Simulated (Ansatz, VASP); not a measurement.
**Ga4SbP3: VASP beside Ansatz**

File POSCAR:

```
Ga4SbP3
1.0
    3.9757215603      0.0000000000      0.0000000000
    0.0000000000      3.9757215603      0.0000000000
    0.0000000000      0.0000000000     11.2361523725
P Ga Sb
3 4 1
Direct
    0.0000000000      0.0000000000      0.2362129914
    0.5000000000      0.5000000000      0.0000000000
    0.0000000000      0.0000000000      0.7637870086
    0.0000000000      0.5000000000      0.1179434639
    0.5000000000      0.0000000000      0.8820565361
    0.0000000000      0.5000000000      0.6459349221
    0.5000000000      0.0000000000      0.3540650779
    0.5000000000      0.5000000000      0.5000000000
```

The input INCAR.step1:

```
SYSTEM = Ga4SbP3
  ALGO = Normal
  EDIFF = 1E-4
  ENCUT = 520
  GGA = PE
  ISMEAR = 0
  LASPH = .True.
  LCHARG = .False.
  LREAL = .False.
  LWAVE = .True.
  NBANDS = 46
  NELM = 80
  PREC = Accurate
  SIGMA = 0.01
```

The input INCAR.step2:

```
SYSTEM = Ga4SbP3
  ALGO = Normal
  EDIFF = 1E-7
  ENCUT = 520
  ISIF = 2
  ISMEAR = 0
  ISTART = 1
  LASPH = .True.
  LCHARG = .False.
  LMIXTAU = .True.
  LREAL = .False.
  LWAVE = .False.
  METAGGA = R2SCAN
  NBANDS = 46
  NELM = 80
  PREC = Accurate
  SIGMA = 0.01
```

Contents of KPOINTS:

```
k-points
0
Gamma
  6 6 2
  0 0 0
```

Input for Ansatz:

```yaml
crystal:
  lattice:
    - [3.9757215603, 0.0, 0.0]
    - [0.0, 3.9757215603, 0.0]
    - [0.0, 0.0, 11.2361523725]
  atoms:
    - { symbol: P, position: [0.0, 0.0, 0.2362129914] }
    - { symbol: Ga, position: [0.0, 0.5, 0.1179434639] }
    - { symbol: P, position: [0.5, 0.5, 0.0] }
    - { symbol: Ga, position: [0.5, 0.0, 0.8820565361] }
    - { symbol: P, position: [0.0, 0.0, 0.7637870086] }
    - { symbol: Ga, position: [0.0, 0.5, 0.6459349221] }
    - { symbol: Sb, position: [0.5, 0.5, 0.5] }
    - { symbol: Ga, position: [0.5, 0.0, 0.3540650779] }
kpoints:
  mp_grid: { grid: [6, 6, 2] }
  band_path:
    path:
      - [0.0, 0.0, 0.0]
      - [0.0, 0.5, 0.0]
      - [0.5, 0.5, 0.0]
      - [0.0, 0.0, 0.5]
      - [0.0, 0.5, 0.5]
      - [0.5, 0.5, 0.5]
    npoints: 1
hamiltonian:
  xc: r2scan
scf:
  occupations: { method: fixed }
  n_extra_bands: 6
output:
  forces: true
  stress: true
  eigenvalues: true
```

Alike in both runs: task single point; functional r2SCAN; k mesh 6 × 6 × 2; no spin polarisation.

|  | VASP | Ansatz |
| --- | --- | --- |
| version | VASP 6.6.1 | Ansatz 0.2.0 |
| potentials or method | VASP PAW PBE potentials, release 64 (P, Ga_d, Sb) | plane waves, PAW |
| plane-wave cutoff (eV) | 520 | 500 |
| occupations | gaussian, width 0.01 eV | fixed |
| valence electrons in the cell | 72 | 82 |

```csv
,VASP,Ansatz,Ansatz less VASP
gap on the k mesh at the Fermi level (eV),1.04,1.05,+0.013
pressure (GPa),0.0,0.0,+0.01
rms of the force components (eV/Å),0.004,0.001,-0.0032
```

VASP's potentials were made for PBE, not for r2SCAN. VASP's potentials hold 72 valence electrons a cell and Ansatz's 82, so a difference there can come from the potentials and not from the codes.

Neither program's run includes spin-orbit coupling.
